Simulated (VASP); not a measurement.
A run of VASP 6.6.1 is set up as follows.

Contents of INCAR:

```
SYSTEM = MgB2
PREC = Accurate
ENCUT = 600
EDIFF = 1E-7
ISMEAR = -1
SIGMA = 0.05
LREAL = .FALSE.
LASPH = .TRUE.
NELM = 60
ALGO = Normal
ISIF = 3
LWAVE = .FALSE.
LCHARG = .FALSE.
GGA = B5
ALDAX = 1.0
AGGAX = 1.0
AGGAC = 1.0
ALDAC = 0.0
IBRION = 2
NSW = 60
EDIFFG = -0.01
```

KPOINTS

```
Automatic mesh
0
G
  10 10 8
  0 0 0
```

The input POSCAR:

```
MgB2
1.0
    3.0850000000      0.0000000000      0.0000000000
   -1.5425000000      2.6716883707      0.0000000000
    0.0000000000      0.0000000000      3.5230000000
Mg B
1 2
Direct
    0.0000000000      0.0000000000      0.0000000000
    0.6666666667      0.3333333333      0.5000000000
    0.3333333333      0.6666666667      0.5000000000
```

Potentials or basis: VASP PAW PBE potentials, release 64 (Mg, B).

Run with:

```console
$ cat potpaw_PBE.64/Mg/POTCAR potpaw_PBE.64/B/POTCAR > POTCAR
$ mpirun -np 1 vasp_std > vasp.out
```

Predict the relaxed cell.

a = 3.088 Å, b = 3.088 Å, c = 3.539 Å, α = 90.00°, β = 90.00°, γ = 120.00°.

What does it give for the space group after relaxing (to 0.05 Å)?

P6/mmm (No. 191).

Step by step:
| step | energy change (eV) | largest force (eV/Å) | pressure (GPa) | volume (Å³) |
| --- | --- | --- | --- | --- |
| 1 | 0.0000 | 0.0000 | 0.76 | 29.04 |
| 2 | -0.0005 | 0.0000 | -0.15 | 29.23 |
| 3 | -0.0005 | 0.0000 | -0.10 | 29.22 |
| 4 | -0.0006 | 0.0000 | -0.02 | 29.22 |

Caveat: the PAW data sets were made with another functional, which shifts forces and pressure a little. Zero-point motion and thermal expansion aren't in these numbers.
